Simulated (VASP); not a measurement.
# HfB (I4/mmm) in VASP: notebook

HfB is run at these levels: PBE; tasks: single point.

Everything below comes from runs of VASP 6.6.1. Logs are shortened: lines on timing, memory, paths and dates and some standing lists are left out, and cuts for length are marked.

## (1) The cell of the first run

It takes space group I4/mmm (No. 139, tetragonal). Conventional cell: a = 3.315 Å, b = 3.315 Å, c = 4.878 Å, α = 90.00°, β = 90.00°, γ = 90.00°. Hf (site symmetry 4/mmm) has 6 B at 2.34 to 2.44 Å within 3.1 Å. B (site symmetry 4/mmm) has 6 Hf at 2.34 to 2.44 Å within 3.1 Å.

## (2) Single point, PBE (biaxial strain in the a-b plane: -3.0 %, then relaxed in part)

INCAR reads:

```
ALGO = Normal ; EDIFF = 1E-7
ENCUT = 520 ; GGA = PE
ISIF = 2 ; ISMEAR = 0
LASPH = T ; LCHARG = T
LELF = T ; LREAL = F
LVHAR = T ; LWAVE = F
NBANDS = 21 ; NELM = 80
PREC = Accurate ; SIGMA = 0.1
```

KPOINTS reads:

```
k-points
0
Gamma
  12 12 10
```

POSCAR reads:

```
HfB
1.0
    2.3443913554      2.3443913554      0.0000000000
   -2.3443913554      2.3443913554      0.0000000000
    0.0000000000      0.0000000000      4.8778626765
Hf B
2 2
Direct
    0.5000000000      0.5000000000      0.0000000000
    0.0000000000      0.0000000000      0.5000000000
    0.0000000000      0.0000000000      0.0000000000
    0.5000000000      0.5000000000      0.5000000000
```

Potentials or basis: VASP PAW PBE potentials, release 64 (Hf_pv, B).

Command:

```sh
$ cat potpaw_PBE.64/Hf_pv/POTCAR potpaw_PBE.64/B/POTCAR > POTCAR
$ mpirun -np 1 vasp_std > vasp.out
```

OUTCAR:

```text
EDIFF = 1E-7
   ENCUT = 520
   GGA = PE
   ISIF = 2
   ISMEAR = 0
   LASPH = T
   LREAL = F
   NELM = 80
   PREC = Accurate

 ion  position               nearest neighbor table
   1  0.500  0.500  0.000-   3 2.34   3 2.34   3 2.34   3 2.34   4 2.44   4 2.44   2 3.38   2 3.38
                             2 3.38   2 3.38   2 3.38   2 3.38   2 3.38   2 3.38
   2  0.000  0.000  0.500-   4 2.34   4 2.34   4 2.34   4 2.34   3 2.44   3 2.44   1 3.38   1 3.38
                             1 3.38   1 3.38   1 3.38   1 3.38   1 3.38   1 3.38
   3  0.000  0.000  0.000-   1 2.34   1 2.34   1 2.34   1 2.34   2 2.44   2 2.44
   4  0.500  0.500  0.500-   2 2.34   2 2.34   2 2.34   2 2.34   1 2.44   1 2.44

  LATTYP: Found a simple tetragonal cell.
 ALAT       =     3.3154700503
 C/A-ratio  =     1.4712431729

  Lattice vectors:

 A1 = (   2.3443913554,   2.3443913554,   0.0000000000)
 A2 = (  -2.3443913554,   2.3443913554,   0.0000000000)
 A3 = (   0.0000000000,   0.0000000000,   4.8778626765)

Analysis of symmetry for initial positions (statically):
=====================================================================
 Subroutine PRICEL returns following result:

  LATTYP: Found a body centered tetragonal cell.
 ALAT       =     3.3154700503
 C/A-ratio  =     1.4712431729

  Lattice vectors:

 A1 = (   2.3443913554,   0.0000000000,  -2.4389313383)
 A2 = (  -2.3443913554,   0.0000000000,  -2.4389313382)
 A3 = (   0.0000000000,   2.3443913554,   2.4389313382)

   2 primitive cells build up your supercell.

 Routine SETGRP: Setting up the symmetry group for a
 simple tetragonal supercell.

 Subroutine GETGRP returns: Found 16 space group operations
 (whereof 16 operations were pure point group operations)
 out of a pool of 16 trial point group operations.

The static configuration has the point symmetry D_4h.

Analysis of symmetry for dynamics (positions and initial velocities):
=====================================================================
 Subroutine PRICEL returns following result:

  LATTYP: Found a body centered tetragonal cell.
 ALAT       =     3.3154700503
 C/A-ratio  =     1.4712431729

  Lattice vectors:

 A1 = (   2.3443913554,   0.0000000000,  -2.4389313383)
 A2 = (  -2.3443913554,   0.0000000000,  -2.4389313382)
 A3 = (   0.0000000000,   2.3443913554,   2.4389313382)

   2 primitive cells build up your supercell.

 Routine SETGRP: Setting up the symmetry group for a
 simple tetragonal supercell.

 Subroutine GETGRP returns: Found 16 space group operations
 (whereof 16 operations were pure point group operations)
 out of a pool of 16 trial point group operations.

The dynamic configuration has the point symmetry D_4h.

 Subroutine INISYM returns: Found 16 space group operations
 (whereof 16 operations are pure point group operations),
 and found     2 'primitive' translations

----------------------------------------------------------------------------------------

                                     Primitive cell

  volume of cell :      26.8096

  direct lattice vectors                    reciprocal lattice vectors
     2.344391355  0.000000000 -2.438931338     0.213274972  0.213274972 -0.205007821
    -2.344391355  0.000000000 -2.438931338    -0.213274972  0.213274972 -0.205007821
     0.000000000  2.344391355  2.438931338     0.000000000  0.426549943  0.000000000

  length of vectors
     3.382980476  3.382980476  3.382980476     0.364692520  0.364692520  0.426549943

  position of ions in fractional coordinates (direct lattice)
     0.500000000  0.500000000  0.000000000
     1.000000000  0.000000000  0.000000000

  ion indices of the primitive-cell ions
   primitive index   ion index
                 1           1
                 2           4

----------------------------------------------------------------------------------------

 KPOINTS: k-points

Automatic generation of k-mesh.
 Grid dimensions read from file:
 generate k-points for:   12   12   10

 Generating k-lattice:

  Cartesian coordinates                     Fractional coordinates (reciprocal lattice)
     0.017772914  0.017772914  0.000000000     0.083333333  0.000000000  0.000000000
    -0.017772914  0.017772914  0.000000000     0.000000000  0.083333333  0.000000000
     0.000000000  0.000000000  0.020500782     0.000000000  0.000000000  0.100000000

  Length of vectors
     0.025134696  0.025134696  0.020500782

  Shift w.r.t. Gamma in fractional coordinates (k-lattice)
     0.000000000  0.000000000  0.000000000

 Subroutine IBZKPT returns following result:
 ===========================================

 Found    168 irreducible k-points:

 Following reciprocal coordinates:
            Coordinates               Weight
  0.000000  0.000000  0.000000      1.000000
  0.083333  0.000000  0.000000      4.000000
  0.166667  0.000000  0.000000      4.000000
  0.250000  0.000000  0.000000      4.000000
  0.333333  0.000000  0.000000      4.000000
  0.416667  0.000000  0.000000      4.000000
[... 16 lines left out ...]
  0.333333  0.333333  0.000000      4.000000
  0.416667  0.333333  0.000000      8.000000
 [... further k-points ...]
   k-points           NKPTS =    168   k-points in BZ     NKDIM =    168   number of bands    NBANDS=     21
   number of dos      NEDOS =    301   number of ions     NIONS =      4
   total plane-waves  NPLWV =  28224
   dimension x,y,z NGX =    28 NGY =   28 NGZ =   36
   dimension x,y,z NGXF=    56 NGYF=   56 NGZF=   72
   ions per type =               2   2
   NGX,Y,Z   is equivalent  to a cutoff of  14.04, 14.04, 12.27 a.u.
   NGXF,Y,Z  is equivalent  to a cutoff of  28.08, 28.08, 24.54 a.u.
 SYSTEM =  unknown system
   PREC   = accura    normal or accurate (medium, high low for compatibility)
   ISTART =      0    job   : 0-new  1-cont  2-samecut
   ICHARG =      2    charge: 1-file 2-atom 10-const
   ISPIN  =      1    spin polarized calculation?
   LNONCOLLINEAR =      F non collinear calculations
   LSORBIT =      F    spin-orbit coupling
   LASPH  =      T    aspherical Exc in radial PAW
   ENCUT  =  520.0 eV  38.22 Ry    6.18 a.u.   6.16  6.16  9.07*2*pi/ulx,y,z
   NELM   =     80;   NELMIN=  2; NELMDL= -5     # of ELM steps
   EDIFF  = 0.1E-06   stopping-criterion for ELM
   LREAL  =      F    real-space projection
   EDIFFG = 0.1E-05   stopping-criterion for IOM
   NSW    =      0    number of steps for IOM
   IBRION =     -1    ionic relax: 0-MD 1-quasi-New 2-CG
   NFREE  =      0    steps in history (QN), initial steepest desc. (CG)
   ISIF   =      2    stress and relaxation
   ISYM   =      2    0-nonsym 1-usesym 2-fastsym
   POTIM  = 0.5000    time-step for ionic-motion
   TEBEG  =    0.0;   TEEND  =   0.0 temperature during run
   PSTRESS=    0.0 pullay stress
   NELECT =      26.0000    total number of electrons
   NUPDOWN=      -1.0000    fix difference up-down
   EMIN   =  10.00;   EMAX   =-10.00  energy-range for DOS
   EFERMI =   0.00;   METHOD = LEGACY
   ISMEAR =     0;   SIGMA  =   0.10  broadening in eV -4-tet -1-fermi 0-gaus
   EFERMI_NEDOS =   21; number of points for ismear=-14 and -15
   IALGO  =     38    algorithm
   IMIX   =      4    mixing-type and parameters
     AMIX     =   0.40;   BMIX     =  1.00
     AMIX_MAG =   1.60;   BMIX_MAG =  1.00
  volume/ion in A,a.u.               =      13.40        90.46
  Fermi-wavevector in a.u.,A,eV,Ry     =   1.286153  2.430477 22.506620  1.654190
  Thomas-Fermi vector in A             =   2.418245
   LORBIT       =      0    0 simple, 1 ext, 2 COOP (PROOUT), +10 PAW based schemes
   GGA     = PE    functional components
   LHFCALC =     F    Hartree Fock is set to
   AEXX    =    0.0000 exact exchange contribution
   IVDW    =     0    specifies the selected vdW correction
   LEPSILON=     F    determine dielectric tensor
   LRPA    =     F    only Hartree local field effects (RPA)
 non-spin polarized calculation
 Gauss-broadening in eV      SIGMA  =   0.10
  energy-cutoff  :      520.00
  volume of cell :       53.62
 maximum number of plane-waves:      1472
 NGX is ok and might be reduce to    28
   NGX = 13   NGY = 13   NGZ = 19

 number of electron      26.0000001 magnetization

 Free energy of the ion-electron system (eV)
  ---------------------------------------------------
  ext. energy  EPLUGINS =         0.00000000
  ---------------------------------------------------
  free energy    TOTEN  =       -34.77610905 eV

  energy without entropy =      -34.76762563  energy(sigma->0) =      -34.77186734

 E-fermi :   4.6141     XC(G=0): -11.9048

 val. band max:        4.6116518680   @ k =   0.2500   0.0000   0.3000
 cond. band min:       4.6186114696   @ k =   0.4167   0.4167   0.3000
 fundamental gap:      0.0069596017
 Fermi energy:         4.6140817952

 k-point     1 :       0.0000    0.0000    0.0000
  band No.  band energies     occupation
      1     -24.6323      2.00000
      2     -24.3063      2.00000
      3     -24.3063      2.00000
      4     -24.1572      2.00000
      5     -24.1382      2.00000
      6     -24.1382      2.00000
[... 13 lines left out ...]
     20       8.7335      0.00000
     21      10.2835      0.00000

 k-point     2 :       0.0833    0.0000    0.0000
  band No.  band energies     occupation
      1     -24.6224      2.00000
      2     -24.3257      2.00000
      3     -24.3007      2.00000
      4     -24.1640      2.00000
      5     -24.1633      2.00000
      6     -24.1382      2.00000
[... 13 lines left out ...]
     20      10.1748      0.00000
     21      10.9062      0.00000

 k-point     3 :       0.1667    0.0000    0.0000
  band No.  band energies     occupation
      1     -24.5935      2.00000
      2     -24.3776      2.00000
      3     -24.2848      2.00000
      4     -24.2345      2.00000
      5     -24.1815      2.00000
      6     -24.1389      2.00000
[... 13 lines left out ...]
     20      11.4119      0.00000
     21      11.9368      0.00000

 k-point     4 :       0.2500    0.0000    0.0000
  band No.  band energies     occupation
      1     -24.5487      2.00000
      2     -24.4458      2.00000
      3     -24.3309      2.00000
      4     -24.2611      2.00000
      5     -24.2118      2.00000
      6     -24.1417      2.00000
[... 13 lines left out ...]
     20      10.9690      0.00000
     21      12.0448      0.00000

 k-point     5 :       0.3333    0.0000    0.0000
  band No.  band energies     occupation
      1     -24.5093      2.00000
      2     -24.4923      2.00000
      3     -24.4294      2.00000
      4     -24.2538      2.00000
      5     -24.2332      2.00000
      6     -24.1486      2.00000
[... 13 lines left out ...]
     20      11.2889      0.00000
     21      12.0493      0.00000

 k-point     6 :       0.4167    0.0000    0.0000
  band No.  band energies     occupation
      1     -24.5482      2.00000
      2     -24.5074      2.00000
      3     -24.4295      2.00000
      4     -24.3059      2.00000
      5     -24.2051      2.00000
      6     -24.1613      2.00000
[... 13 lines left out ...]
     20      11.8207      0.00000
     21      11.8655      0.00000

 k-point     7 :       0.5000    0.0000    0.0000
  band No.  band energies     occupation
      1     -24.5490      2.00000
      2     -24.5490      2.00000
      3     -24.3658      2.00000
      4     -24.3658      2.00000
      5     -24.1804      2.00000
      6     -24.1804      2.00000
[... 13 lines left out ...]
     20      11.4846      0.00000
     21      11.8840      0.00000
[... 291 lines left out ...]
      1     -24.5212      2.00000
      2     -24.4684      2.00000
      3     -24.4420      2.00000
      4     -24.3368      2.00000
      5     -24.2747      2.00000
      6     -24.2729      2.00000
[... 13 lines left out ...]
     20      11.7458      0.00000
     21      11.8923      0.00000

 k-point    21 :       0.4167    0.2500    0.0000
  band No.  band energies     occupation
      1     -24.5597      2.00000
      2     -24.5326      2.00000
      3     -24.3957      2.00000
      4     -24.3201      2.00000
      5     -24.3081      2.00000
      6     -24.2880      2.00000
[... 13 lines left out ...]
     20      11.8559      0.00000
     21      12.0199      0.00000

 k-point    22 :       0.5000    0.2500    0.0000
  band No.  band energies     occupation
      1     -24.5655      2.00000
      2     -24.5655      2.00000
      3     -24.3498      2.00000
      4     -24.3498      2.00000
      5     -24.3027      2.00000
      6     -24.3027      2.00000
[... 13 lines left out ...]
     20      11.6725      0.00000
     21      11.9489      0.00000

 k-point    23 :       0.3333    0.3333    0.0000
  band No.  band energies     occupation
      1     -24.5530      2.00000
      2     -24.5169      2.00000
      3     -24.4096      2.00000
      4     -24.3561      2.00000
      5     -24.3114      2.00000
      6     -24.2898      2.00000
[... 13 lines left out ...]
     20      11.6156      0.00000
     21      12.0446      0.00000

 k-point    24 :       0.4167    0.3333    0.0000
  band No.  band energies     occupation
      1     -24.5846      2.00000
      2     -24.5662      2.00000
      3     -24.3750      2.00000
      4     -24.3540      2.00000
      5     -24.3308      2.00000
      6     -24.3129      2.00000
[... 13 lines left out ...]
     20      11.6501      0.00000
     21      11.9645      0.00000

 [... further k-points ...]
[... 5 lines left out ...]
  --------------------------------------------------------------------------------------
  -------------------------------------------------------------------------------------
  Total        5.2521119      5.2521119      0.0703937      0.0000000     -0.0000000      0.0000000
  in kB      156.9367912    156.9367912      2.1034142      0.0000000     -0.0000000      0.0000000
  external PRESSURE =     105.3256655 kB  Pullay stress =       0.0000000 kB

 VOLUME and BASIS-vectors are now :
 -----------------------------------------------------------------------------
  energy-cutoff  :      520.00
  volume of cell :       53.62
      direct lattice vectors                 reciprocal lattice vectors
     2.344391355  2.344391355  0.000000000     0.213274972  0.213274972  0.000000000
    -2.344391355  2.344391355  0.000000000    -0.213274972  0.213274972  0.000000000
     0.000000000  0.000000000  4.877862677     0.000000000  0.000000000  0.205007821

 POSITION                                       TOTAL-FORCE (eV/Angst)
 -----------------------------------------------------------------------------------
      0.00000      2.34439      0.00000         0.000000     -0.000000      0.000000
      0.00000      0.00000      2.43893        -0.000000     -0.000000      0.000000
      0.00000      0.00000      0.00000        -0.000000      0.000000      0.000000
      0.00000      2.34439      2.43893        -0.000000      0.000000     -0.000000
 -----------------------------------------------------------------------------------
    total drift:                               -0.000000      0.000000     -0.000000

  FREE ENERGIE OF THE ION-ELECTRON SYSTEM (eV)
  ---------------------------------------------------
  free  energy   TOTEN  =       -34.7761090505 eV

  energy  without entropy=      -34.7676256299  energy(sigma->0) =      -34.77186734
```

Wall time 61 s (1 thread of Intel Xeon 6975P-C (Granite Rapids), shared host); peak memory 0.3 GiB.

Results:

* Free energy: -34.7761 eV
* Pressure: 10.5 GPa
* Band gap on the k mesh: zero (band 13 reaches 6.87 eV, above the bottom of band 14 at 3.43 eV)

Stress tensor (GPa, compression positive):
```
15.69  0.00  0.00
 0.00 15.69  0.00
 0.00  0.00  0.21
```

Caveat: the cell differs from its parent crystal (biaxial strain in the a-b plane: -3.0 %, then relaxed in part); spin-orbit coupling is left out, which moves the levels of the heavy elements.

(Part 1 of 2 ends here.)
